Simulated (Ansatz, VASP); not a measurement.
# SnO: VASP beside Ansatz

```
Sn O
1.0
     3.35500    0.00000    0.00000
     0.00000    5.67410    0.00000
     0.00000    0.00000    4.22197
Sn O
2 2
Direct
  0.00000 0.23191 0.51314
  0.50000 0.76809 0.01314
  0.00000 0.89125 0.73686
  0.50000 0.10875 0.23686
```

Alike in both runs: task single point; functional LDA; k mesh 6 × 4 × 6; no spin polarisation.

|  | VASP | Ansatz |
| --- | --- | --- |
| version | VASP 6.6.1 | Ansatz 0.2.0 |
| potentials or method | VASP PAW LDA potentials, release 64 (Sn_d, O) | plane waves, PAW |
| plane-wave cutoff (eV) | 520 | 420 |
| occupations | gaussian, width 0.01 eV | fixed |
| valence electrons in the cell | 40 | 40 |

```tsv
	VASP	Ansatz	Ansatz less VASP
gap on the k mesh at the Fermi level (eV)	1.60	1.62	+0.023
pressure (GPa)	-5.2	-5.5	-0.26
traceless stress, the component that is largest in VASP (GPa)	-0.92	-0.95	-0.021
rms of the force components (eV/Å)	0.284	0.324	+0.0398
```

LDA's correlation is that of Perdew and Zunger in VASP and of Perdew and Wang (1992) in Ansatz. Atom by atom the forces differ by 0.042 eV/Å (rms over components).
